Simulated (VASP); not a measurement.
Ta3AsAu2O13:

```xyz
19
Lattice="5.4520 0.0000 0.0000 -2.7260 4.7216 0.0000 0.0000 0.0000 9.5790" Properties=species:S:1:pos:R:3 pbc="T T T"
Ta    0.0000    0.0000    1.8591
Ta    0.0000    0.0000    7.7199
Ta    2.7260    1.5739    0.0000
As    0.0000    0.0000    4.7895
Au    0.0000    3.1478    2.6273
Au    0.0000    3.1478    6.9517
O     0.0000    0.0000    0.0000
O    -1.3422    4.5861    3.4870
O    -0.5745    1.2662    3.4870
O     1.9167    3.5909    3.4870
O    -1.3422    4.5861    6.0921
O    -0.5745    1.2662    6.0921
O     1.9167    3.5909    6.0921
O     1.1852    1.5782    8.2230
O     3.4927    0.2373    8.2230
O     3.5002    2.9061    8.2230
O     1.1852    1.5782    1.3560
O     3.4927    0.2373    1.3560
O     3.5002    2.9061    1.3560
```

Program: VASP 6.6.1. Alike in all runs: task single point; no spin polarisation; cell as given; k mesh 4 × 4 × 2; cutoff (eV) 520; smearing fermi-dirac 0.05 eV.

Problem. Order these runs on this cell by their pressure, lowest first.
A. level LDA; potentials or basis VASP PAW LDA potentials, release 64 (Ta_pv, As, Au, O)
B. level PBE; potentials or basis VASP PAW PBE potentials, release 64 (Ta_pv, As, Au, O)
C. level revPBE; potentials or basis VASP PAW PBE potentials, release 64 (Ta_pv, As, Au, O)

Solution. A (-10.2 GPa), B (0.4 GPa), C (3.3 GPa).

Caveats: the cell stands under tension (at least some runs); the cell stands under pressure (at least some runs); the PAW data sets were made with another functional, which shifts forces and pressure a little (at least some runs).
